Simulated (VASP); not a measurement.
# CsTa4 (Pm-3m) in VASP: notebook, part 2 of 2

VASP 6.6.1. The steps go on from the part before.

### Step 3. Relaxation of cell and atoms, PBE

This run uses another cell than the first one, of 24.24 Å³/atom.

INCAR reads:

```
SYSTEM = CsTa4
  ALGO = Normal
  EDIFF = 1E-7
  EDIFFG = -0.01
  ENCUT = 500
  GGA = PE
  GGA_COMPAT = .False.
  IBRION = 2
  ISIF = 3
  ISMEAR = 0
  LASPH = .True.
  LCHARG = .False.
  LREAL = .False.
  LWAVE = .False.
  NELM = 120
  NELMIN = 4
  NSW = 100
  PREC = Accurate
  SIGMA = 0.1
```

KPOINTS reads:

```
k-points
0
Gamma
  8 8 8
  0 0 0
```

POSCAR reads:

```
CsTa4
1.0
    4.9487801200      0.0000000000      0.0000000000
    0.0000000000      4.9487801200      0.0000000000
    0.0000000000      0.0000000000      4.9487801200
Cs Ta
1 4
Direct
    0.5000000000      0.5000000000      0.5000000000
    0.0000000000      0.0000000000      0.0000000000
    0.5000000000      0.5000000000      0.0000000000
    0.5000000000      0.0000000000      0.5000000000
    0.0000000000      0.5000000000      0.5000000000
```

Potentials or basis: VASP PAW PBE potentials, release 64 (Cs_sv, Ta_sv_GW).

Started as:

```console
$ cat potpaw_PBE.64/Cs_sv/POTCAR potpaw_PBE.64/Ta_sv_GW/POTCAR > POTCAR
$ mpirun -np 1 vasp_std > vasp.out
```

OUTCAR:

```text
SYSTEM = CsTa4
   EDIFF = 1E-7
   EDIFFG = -0.01
   ENCUT = 500
   GGA = PE
   IBRION = 2
   ISIF = 3
   ISMEAR = 0
   LASPH = .True.
   LREAL = .False.
   NELM = 120
   NELMIN = 4
   NSW = 100
   PREC = Accurate

 ion  position               nearest neighbor table
   1  0.500  0.500  0.500-   3 2.47   4 2.47   5 2.47   3 2.47   4 2.47   5 2.47
   2  0.000  0.000  0.000-
   3  0.500  0.500  0.000-   1 2.47   1 2.47
   4  0.500  0.000  0.500-   1 2.47   1 2.47
   5  0.000  0.500  0.500-   1 2.47   1 2.47

  LATTYP: Found a simple cubic cell.
 ALAT       =     4.9487801200

  Lattice vectors:

 A1 = (   4.9487801200,   0.0000000000,   0.0000000000)
 A2 = (   0.0000000000,   4.9487801200,   0.0000000000)
 A3 = (   0.0000000000,   0.0000000000,   4.9487801200)

Analysis of symmetry for initial positions (statically):
=====================================================================
 Subroutine PRICEL returns:
 Original cell was already a primitive cell.

 Routine SETGRP: Setting up the symmetry group for a
 simple cubic supercell.

 Subroutine GETGRP returns: Found 48 space group operations
 (whereof 48 operations were pure point group operations)
 out of a pool of 48 trial point group operations.

The static configuration has the point symmetry O_h .

Analysis of symmetry for dynamics (positions and initial velocities):
=====================================================================
 Subroutine PRICEL returns:
 Original cell was already a primitive cell.

 Routine SETGRP: Setting up the symmetry group for a
 simple cubic supercell.

 Subroutine GETGRP returns: Found 48 space group operations
 (whereof 48 operations were pure point group operations)
 out of a pool of 48 trial point group operations.

The dynamic configuration has the point symmetry O_h .

 Subroutine INISYM returns: Found 48 space group operations
[... 128 lines left out ...]
   GGA     = PE    functional components
   LHFCALC =     F    Hartree Fock is set to
   AEXX    =    0.0000 exact exchange contribution
   IVDW    =     0    specifies the selected vdW correction
   LEPSILON=     F    determine dielectric tensor
   LRPA    =     F    only Hartree local field effects (RPA)
 conjugate gradient relaxation of ions
 non-spin polarized calculation
 Gauss-broadening in eV      SIGMA  =   0.10
  energy-cutoff  :      500.00
  volume of cell :      121.20
 maximum number of plane-waves:      3112
   NGX = 19   NGY = 19   NGZ = 19

--------------------------------------- Ionic step        1  -------------------------------------------

 number of electron      60.9999983 magnetization

 Free energy of the ion-electron system (eV)
  ---------------------------------------------------
  ext. energy  EPLUGINS =         0.00000000
  ---------------------------------------------------
  free energy    TOTEN  =       -41.55525979 eV

  energy without entropy =      -41.51765243  energy(sigma->0) =      -41.53645611

------------------------ aborting loop because EDIFF is reached ----------------------------------------

  FORCE on cell =-STRESS in cart. coord.  units (eV):
  Direction    XX          YY          ZZ          XY          YZ          ZX
  --------------------------------------------------------------------------------------
  -------------------------------------------------------------------------------------
  Total        0.1957205      0.1957205      0.1957205     -0.0000000      0.0000000     -0.0000000
  in kB        2.5873336      2.5873336      2.5873336     -0.0000000      0.0000000     -0.0000000
  external PRESSURE =       2.5873336 kB  Pullay stress =       0.0000000 kB
[... 65 lines left out ...]
--------------------------------------- Ionic step        3  -------------------------------------------

 number of electron      60.9999984 magnetization

 Free energy of the ion-electron system (eV)
  ---------------------------------------------------
  ext. energy  EPLUGINS =         0.00000000
  ---------------------------------------------------
  free energy    TOTEN  =       -41.55545186 eV

  energy without entropy =      -41.51776634  energy(sigma->0) =      -41.53660910

 E-fermi :   7.3096     XC(G=0): -11.3041

 val. band max:        7.2989119807   @ k =   0.5000   0.2500   0.0000
 cond. band min:       7.3136769171   @ k =   0.2500   0.2500   0.0000
 fundamental gap:      0.0147649364
 Fermi energy:         7.3096426207

 k-point     1 :       0.0000    0.0000    0.0000
  band No.  band energies     occupation
      1     -61.7688      2.00000
      2     -61.1490      2.00000
      3     -61.1392      2.00000
      4     -61.1392      2.00000
      5     -28.0630      2.00000
      6     -28.0630      2.00000
[... 925 lines left out ...]
     35       8.3467      0.00000
     36       8.6874      0.00000

 [... further k-points ...]

------------------------ aborting loop because EDIFF is reached ----------------------------------------

  FORCE on cell =-STRESS in cart. coord.  units (eV):
  Direction    XX          YY          ZZ          XY          YZ          ZX
  --------------------------------------------------------------------------------------
  -------------------------------------------------------------------------------------
  Total        0.0050920      0.0050920      0.0050920      0.0000000      0.0000000      0.0000000
  in kB        0.0671756      0.0671756      0.0671756      0.0000000      0.0000000      0.0000000
  external PRESSURE =       0.0671756 kB  Pullay stress =       0.0000000 kB
[... 20 lines left out ...]
  FREE ENERGIE OF THE ION-ELECTRON SYSTEM (eV)
  ---------------------------------------------------
  free  energy   TOTEN  =       -41.5554518566 eV

  energy  without entropy=      -41.5177663400  energy(sigma->0) =      -41.53660910

 reached required accuracy - stopping structural energy minimisation
```

OSZICAR:

```text
N       E                     dE             d eps       ncg     rms          rms(c)
DAV:   1     0.615365630295E+03    0.61537E+03   -0.35030E+04  2752   0.156E+03
DAV:   2     0.280632946814E+01   -0.61256E+03   -0.60349E+03  3048   0.423E+02
DAV:   3    -0.463865309001E+02   -0.49193E+02   -0.48139E+02  3568   0.112E+02
[... 38 lines left out ...]
DAV:   7    -0.415554143437E+02   -0.12473E-04   -0.21858E-05  3172   0.176E-02    0.248E-01
DAV:   8    -0.415554371910E+02   -0.22847E-04   -0.47879E-05  3336   0.282E-02    0.427E-02
DAV:   9    -0.415554510957E+02   -0.13905E-04   -0.15874E-05  3036   0.194E-02    0.930E-02
DAV:  10    -0.415554518072E+02   -0.71150E-06   -0.76468E-07  2916   0.455E-03    0.843E-02
DAV:  11    -0.415554518566E+02   -0.49440E-07   -0.26725E-08  1572   0.907E-04
   3 F= -.41555452E+02 E0= -.41536609E+02  d E =-.192071E-03
```

Run time: 4.9 min. Hardware: 1 thread of Intel Xeon Platinum 8488C (Sapphire Rapids), shared host; peak memory 0.29 GiB.

What came out:

| Property | Result |
| --- | --- |
| Free energy | -41.5555 eV |
| Relaxed volume | 24.29 Å³/atom |
| Relaxed cell | a = 4.952 Å, b = 4.952 Å, c = 4.952 Å, α = 90.00°, β = 90.00°, γ = 90.00° |
| Space group after relaxing (to 0.1 Å) | Pm-3m (No. 221) |
| Energy gained by relaxing | 0.0 meV/atom |
| Ionic steps | 3 |
| Pressure after relaxing | 0.0 GPa |
| Band gap on the k mesh | zero (an odd number of electrons rules out a gap without spin polarisation) |

Step by step:
```
step  energy change (eV)  largest force (eV/Å)  pressure (GPa)  volume (Å³)
   1              0.0000                0.0000            0.26       121.20
   2              0.0004                0.0000           -0.46       121.89
   3             -0.0002                0.0000            0.01       121.45
```

Final structure:
```
Cs Ta
1.0
     4.95217    0.00000    0.00000
     0.00000    4.95217    0.00000
     0.00000    0.00000    4.95217
Cs Ta
1 4
Direct
  0.50000 0.50000 0.50000
  0.00000 0.00000 0.00000
  0.50000 0.50000 0.00000
  0.50000 0.00000 0.50000
  0.00000 0.50000 0.50000
```

Caveat: spin-orbit coupling is left out, which moves the levels of the heavy elements.
